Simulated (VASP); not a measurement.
Runs of VASP 6.6.1 on Pb. The structure is that of space group P6_3/mmc (No. 194), or close to it. The cells are those of the table. This isn't the form of Pb at room conditions, which is fcc.

```tsv
task	level	spin	cell	k mesh	cutoff (eV)	smearing	dipole correction	grid for exact exchange (PRECFOCK)	share of exact exchange	tolerance level	purpose	gap on the mesh (eV)	pressure (GPa)	relaxed volume (Å³/atom)
single point	PBE0	non-collinear, zero start, SOC	a = 3.480, b = 3.480, c = 5.590 Å, angles 90.0, 90.0, 120.0°, 2 atoms	4 × 4 × 2	520	fermi-dirac 0.05 eV	no	Normal	0.25	-	-	-	(a)	-
relaxation of cell and atoms	PBEsol	off	relaxed from a = 3.514, b = 3.514, c = 5.645 Å, angles 90.0, 90.0, 120.0°, 2 atoms	12 × 12 × 7	620	gaussian 0.04 eV	-	-	-	standard	cell	none	0.0	30.13
single point	PBE	off	a = 3.589, b = 3.589, c = 5.689 Å, angles 90.0, 90.0, 120.0°, 2 atoms	7 × 7 × 4	520	fermi-dirac 0.05 eV	no	-	-	-	-	none	0.0	-
relaxation of cell and atoms	PBE	off	relaxed from a = 3.480, b = 3.480, c = 5.590 Å, angles 90.0, 90.0, 120.0°, 2 atoms	7 × 7 × 4	600	fermi-dirac 0.05 eV	no	-	-	-	-	none	0.0	31.73
single point	B3LYP	off	a = 3.603, b = 3.603, c = 6.015 Å, angles 90.0, 90.0, 120.0°, 2 atoms	5 × 5 × 3	520	fermi-dirac 0.05 eV	no	Normal	0.2	-	-	none	0.0	-
```

Alike in all rows: potentials or basis VASP PAW PBE potentials, release 64 (Pb_d).

Problem. Fill in the values left out.

Solution. (a) -0.2.

Caveats: some runs use coarse meshes; spin-orbit coupling is left out, which moves the levels of the heavy elements (at least some runs); the PAW data sets were made with another functional, which shifts forces and pressure a little (at least some runs).

A k mesh can miss the band edges, and rows without SOC leave out spin-orbit coupling on Pb.

A gap of «none» marks levels without a gap at the run's occupations.
